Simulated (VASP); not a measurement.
Wanted: the native input for a VASP 6.6.1 run.

| Property | Result |
| --- | --- |
| Task | single point |
| Functional | r2SCAN |
| Potentials or basis | VASP PAW PBE potentials, release 64 (W_sv, Se) |
| Cutoff | 550 eV |
| k mesh | 12 × 12 × 2 |
| Occupations | gaussian, width 0.02 eV |
| Spin | no spin polarisation |
| Dipole correction | no |
| Further INCAR settings | ALGO = Normal; EDIFF = 1e-06; NBANDS = 20 |

System: WSe2, a slab with vacuum.

```
CELL_PARAMETERS angstrom
3.36408 0.00000 0.00000
-1.68204 2.91338 0.00000
0.00000 0.00000 15.65916
ATOMIC_POSITIONS crystal
W 0.00000 0.00000 0.00000
Se 0.33333 0.66667 0.10174
Se 0.33333 0.66667 0.89826
```

This cell differs from its parent crystal: uniaxial strain along c: -6.0 %.

The input as run:

POSCAR

```
WSe2
1.0
    3.3640790601      0.0000000000      0.0000000000
   -1.6820395301      2.9133779264      0.0000000000
    0.0000000000      0.0000000000     15.6591554341
W Se
1 2
Direct
    0.0000000003     -0.0000000003      0.0000000000
    0.3333333332      0.6666666668      0.1017414043
    0.3333333332      0.6666666668      0.8982585957
```

INCAR.step1

```
PREC = Accurate ; ENCUT = 550
ISMEAR = 0 ; SIGMA = 0.02
LREAL = F ; LASPH = T
NELM = 120 ; NBANDS = 20
GGA = PE ; ALGO = Normal
EDIFF = 1E-5 ; LWAVE = T
LCHARG = F ; GGA_COMPAT = F
```

INCAR.step2

```
PREC = Accurate ; ENCUT = 550
EDIFF = 1E-6 ; ISMEAR = 0
SIGMA = 0.02 ; LREAL = F
LASPH = T ; NELM = 120
ALGO = Normal ; ISIF = 2
LWAVE = F ; LCHARG = F
METAGGA = R2SCAN ; LMIXTAU = T
NBANDS = 20 ; ISTART = 1
GGA_COMPAT = F
```

KPOINTS

```
regular mesh
0
Gamma
  12 12 2
```

Potentials or basis: VASP PAW PBE potentials, release 64 (W_sv, Se).

The run is started by

```console
$ cat potpaw_PBE.64/W_sv/POTCAR potpaw_PBE.64/Se/POTCAR > POTCAR
$ cp INCAR.step1 INCAR
$ mpirun -np 1 vasp_std > vasp.out
$ cp INCAR.step2 INCAR
$ mpirun -np 1 vasp_std > vasp.out
```

Results of the run:

| Quantity | Value |
| --- | --- |
| Largest force | 1.027 eV/Å |
| Band gap on the k mesh | 1.23 eV (least direct gap 1.36 eV) |

Caveat: the cell differs from its parent crystal (uniaxial strain along c: -6.0 %); there is no dipole correction, which matters where the two faces differ; the PAW data sets were made with another functional, which shifts forces and pressure a little; spin-orbit coupling is left out, which moves the levels of the heavy elements.

Wall time 19 min on 1 thread of Oxide Virtual Turin-like Processor, on a shared host, peak memory 0.37 GiB.
